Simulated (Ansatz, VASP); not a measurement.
Given: the input of a run of Ansatz 0.2.0 on Si2Ni.

The input input.yaml:

```yaml
crystal:
  lattice:
    - [0.0, 2.7209011839, 2.7209011839]
    - [2.7209011839, 0.0, 2.7209011839]
    - [2.7209011839, 2.7209011839, 0.0]
  atoms:
    - { symbol: Ni, position: [0.0, 0.0, 0.0], spin: 1.0 }
    - { symbol: Si, position: [0.75, 0.75, 0.75] }
    - { symbol: Si, position: [0.25, 0.25, 0.25] }
kpoints:
  mp_grid: { grid: [9, 9, 9] }
scf:
  occupations: { method: fermi_dirac, width: 0.05 }
hamiltonian:
  xc: pbesol
  pseudopotentials: { kind: all_electron, lapw: { basis_error: 0.001 } }
magnetization:
  spin_polarized: true
output:
  forces: true
  stress: true
  eigenvalues: true
```

Potentials or basis: all-electron LAPW, scalar-relativistic.

The run is started by

```sh
$ ansatz run input.yaml --threads 4 --pin off --max-ram 12288MiB --backend cpu --events-out ev --progress --plain --runs-dir out
```

Question: Set up the same calculation for VASP 6.6.1. Potentials there: VASP PAW PBE potentials, release 64 (Ni, Si).

Answer: As run (the cutoff follows the program's own potentials):

Contents of INCAR:

```
PREC = Accurate ; ENCUT = 520
EDIFF = 1E-6 ; ISMEAR = -1
SIGMA = 0.05 ; LREAL = F
LASPH = T ; NELM = 150
ALGO = Normal ; ISIF = 2
LWAVE = F ; LCHARG = F
ISPIN = 2 ; MAGMOM = 1 0 0
LORBIT = 11 ; LMAXMIX = 4
GGA = PS ; NBANDS = 20
```

File KPOINTS:

```
Automatic mesh
0
Gamma
  9 9 9
```

The input POSCAR:

```
Si2Ni
1.0
    0.0000000000      2.7209011839      2.7209011839
    2.7209011839      0.0000000000      2.7209011839
    2.7209011839      2.7209011839      0.0000000000
Ni Si
1 2
Direct
    0.0000000000      0.0000000000      0.0000000000
    0.7500000000      0.7500000000      0.7500000000
    0.2500000000      0.2500000000      0.2500000000
```

Potentials or basis: VASP PAW PBE potentials, release 64 (Ni, Si).

Command:

```sh
$ cat potpaw_PBE.64/Ni/POTCAR potpaw_PBE.64/Si/POTCAR > POTCAR
$ mpirun -np 1 vasp_std > vasp.out
```

Both were run:

|  | VASP | Ansatz | Ansatz less VASP |
| --- | --- | --- | --- |
| gap on the k mesh at the Fermi level (eV) | none | none | - |
| pressure (GPa) | -3.3 | -3.8 | -0.50 |
| net moment per atom (μB) | 0.00 | 0.00 | 0.000 |

VASP's potentials were made for PBE, not for PBEsol. A gap of «none» marks a metal or a gap that the smearing closes. Ansatz ran all-electron here, and VASP with PAW potentials.
